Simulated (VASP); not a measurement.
Write the native input for VASP 6.6.1 that does the following.

```
Task                   : single point
Functional             : PBE
Potentials or basis    : VASP PAW PBE potentials, release 64 (Si)
Cutoff                 : 520 eV
k mesh                 : 10 × 10 × 10
Occupations            : gaussian, width 0.05 eV
Spin                   : no spin polarisation
Dipole correction      : no
Further INCAR settings : ALGO = Normal; EDIFF = 1e-07; NBANDS = 11
```

The structure of Si lies in POSCAR:

```
Si
1.0
    0.0000000000      2.5940949737      2.8934535336
    2.5940949737      0.0000000000      2.8934535336
    2.5940949737      2.5940949737      0.0000000000
Si
2
Direct
    0.5000000000      0.5000000000      0.5000000000
    0.7500000000      0.7500000000      0.7500000000
```

This cell differs from its parent crystal: volume 19.471 Å^3 an atom, c/a of the conventional cell 1.1154.

One way to write it, as run:

INCAR

```
  ALGO = Normal
  EDIFF = 1E-7
  ENCUT = 520
  GGA = PE
  ISIF = 2
  ISMEAR = 0
  LASPH = True
  LCHARG = False
  LREAL = False
  LWAVE = False
  NBANDS = 11
  NELM = 100
  PREC = Accurate
  SIGMA = 0.05
```

KPOINTS

```
k-points
0
Gamma
  10 10 10
```

Potentials or basis: VASP PAW PBE potentials, release 64 (Si).

The run is started by

```bash
$ cat potpaw_PBE.64/Si/POTCAR > POTCAR
$ mpirun -np 1 vasp_std > vasp.out
```

Results of the run:

| Quantity | Value |
| --- | --- |
| Pressure | 4.4 GPa |
| Band gap on the k mesh | zero (band 4 reaches 6.43 eV, above the bottom of band 5 at 6.35 eV) |

Wall time 44 s on 1 thread of Intel(R) Xeon(R) Platinum 8259CL CPU @ 2.50GHz (Skylake/Cascade Lake), on a shared host, peak memory 0.17 GiB.
